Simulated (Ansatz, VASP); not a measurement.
## One calculation of GaN, two programs

```
Ga N
1.0
     0.00000    2.13524    2.13524
     2.13524    0.00000    2.13524
     2.13524    2.13524    0.00000
Ga N
1 1
Direct
  0.00000 0.00000 0.00000
  0.50000 0.50000 0.50000
```

Alike in both runs: functional RPBE; k mesh 11 × 11 × 11; occupations fermi-dirac, width 0.05 eV; no spin polarisation.

|  | VASP | Ansatz |
| --- | --- | --- |
| version | VASP 6.6.1 | Ansatz 0.2.0 |
| potentials or method | VASP PAW PBE potentials, release 64 (Ga_d, N) | Ansatz PAW |
| plane-wave cutoff (eV) | 520 | 420 |
| valence electrons in the cell | 18 | 18 |
| task | single point | band structure |

```tsv
	VASP	Ansatz	Ansatz less VASP
gap on the k mesh at the Fermi level (eV)	0.64	0.65	+0.013
least direct gap on the mesh (eV)	2.38	2.38	-0.003
pressure (GPa)	5.0	4.2	-0.82
```

VASP's potentials were made for PBE, not for RPBE. With one functional, cell and mesh, what is left measures potentials, basis and numerics.

Noted on Ansatz's run: the k mesh misses the band edges, so the gap on the mesh is wider than the one along the path.
